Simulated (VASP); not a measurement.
# Cu3Re: single point with PBE

The system is Cu3Re.

```
Cu Re
1.0
     2.60712    0.00000    0.00000
     0.00000    2.60712    0.00000
     0.00000    0.00000    7.50673
Cu Re
3 1
Direct
  0.50000 0.50000 0.23831
  0.50000 0.50000 0.76169
  0.00000 0.00000 0.00000
  0.00000 0.00000 0.50000
```

The cell was built from a structure type or drawn by symmetry, and may not be a known phase.

| Property | Result |
| --- | --- |
| Program | VASP 6.6.1 |
| Task | single point |
| Functional | PBE |
| Potentials or basis | VASP PAW PBE potentials, release 64 (Cu, Re) |
| Cutoff | 520 eV |
| k mesh | 18 × 18 × 6 |
| Occupations | gaussian, width 0.1 eV |
| Spin | no spin polarisation |

- Pressure: 0.6 GPa
- Largest force: 0.025 eV/Å
- Band gap on the k mesh: zero (bands 20 and 21 overlap by 4.26 eV)

Forces in eV/Å, atoms in the order of the input:
```
Cu   0.000  0.000 -0.025
Cu   0.000  0.000  0.025
Cu   0.000  0.000  0.000
Re   0.000  0.000  0.000
```

Stress tensor (GPa, compression positive):
```
0.44 0.00 0.00
0.00 0.44 0.00
0.00 0.00 0.94
```

Levels at points of the mesh, in eV from the Fermi level:
| k point | band 17 | band 18 | band 19 | band 20 | band 21 | band 22 | band 23 | band 24 |
| --- | --- | --- | --- | --- | --- | --- | --- | --- |
| (0.00, 0.00, 0.00) | -2.05 | -2.05 | -1.93 | -1.88 | 1.35 | 1.36 | 1.36 | 3.18 |
| (0.50, 0.00, 0.00) | -1.75 | -1.25 | -1.03 | -0.85 | -0.39 | 0.09 | 1.91 | 2.44 |
| (0.50, 0.50, 0.00) | -0.96 | -0.96 | 0.93 | 1.59 | 1.59 | 5.71 | 6.69 | 6.91 |
| (0.00, 0.00, 0.50) | -1.95 | -1.95 | -1.87 | -1.50 | -0.36 | 1.32 | 1.32 | 3.18 |
| (0.50, 0.00, 0.50) | -2.06 | -1.94 | -0.79 | -0.56 | -0.40 | 0.07 | 1.91 | 4.12 |
| (0.50, 0.50, 0.50) | -1.88 | -1.56 | 0.93 | 3.59 | 3.59 | 3.66 | 3.66 | 5.73 |

Wall time 4.3 min on 1 thread of Intel(R) Xeon(R) Platinum 8488C (Sapphire Rapids), with other jobs on the host, peak memory 0.38 GiB.

Caveat: spin-orbit coupling is left out, which moves the levels of the heavy elements.
